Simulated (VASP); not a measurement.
A run of VASP 6.6.1 is set up as follows.

The input INCAR:

```
  PREC = Accurate
  ENCUT = 520
  EDIFF = 1E-6
  ISMEAR = 0
  SIGMA = 0.05
  LREAL = F
  LASPH = T
  NELM = 150
  ALGO = Normal
  ISIF = 2
  LWAVE = F
  LCHARG = F
  ISPIN = 2
  MAGMOM = 0 0 0 0 0 0
  LORBIT = 11
  LMAXMIX = 4
  LDAU = T
  LDAUTYPE = 2
  LDAUL = 2 -1
  LDAUU = 2 0
  LDAUJ = 0 0
  LDAUPRINT = 1
  GGA = CA
  NBANDS = 39
```

Contents of KPOINTS:

```
regular mesh
0
Gamma
  7 7 2
```

File POSCAR:

```
MoS2
1.0
    3.1610015200      0.0000000000      0.0000000000
   -1.5805007600      2.7375076200      0.0000000000
    0.0000000000      0.0000000000     12.2949997000
Mo S
2 4
Direct
    0.3333333333      0.6666666667      0.2500000000
    0.6666666667      0.3333333333      0.7500000000
    0.3333333333      0.6666666667      0.6275000000
    0.6666666667      0.3333333333      0.1275000000
    0.3333333333      0.6666666667      0.8725000000
    0.6666666667      0.3333333333      0.3725000000
```

Potentials or basis: VASP PAW LDA potentials, release 64 (Mo_sv, S).

Run with:

```console
$ cat potpaw_LDA.64/Mo_sv/POTCAR potpaw_LDA.64/S/POTCAR > POTCAR
$ mpirun -np 1 vasp_std > vasp.out
```

Question: Predict the largest force.

Answer: 0.893 eV/Å.

Question: Estimate the net moment.

Answer: 0.00 μB per cell.

Question: Estimate the pressure.

Answer: 2.3 GPa.

Question: What does it give for the band gap on the k mesh?

Answer: 0.96 eV (least direct gap 1.98 eV).

Forces in eV/Å, atoms in the order of the input:
```
Mo   0.000  0.000  0.000
Mo   0.000  0.000  0.000
S    0.000  0.000 -0.893
S    0.000  0.000 -0.893
S    0.000  0.000  0.893
S    0.000  0.000  0.893
```

Caveat: an odd mesh through Γ misses points on the zone boundary, where band edges can lie.
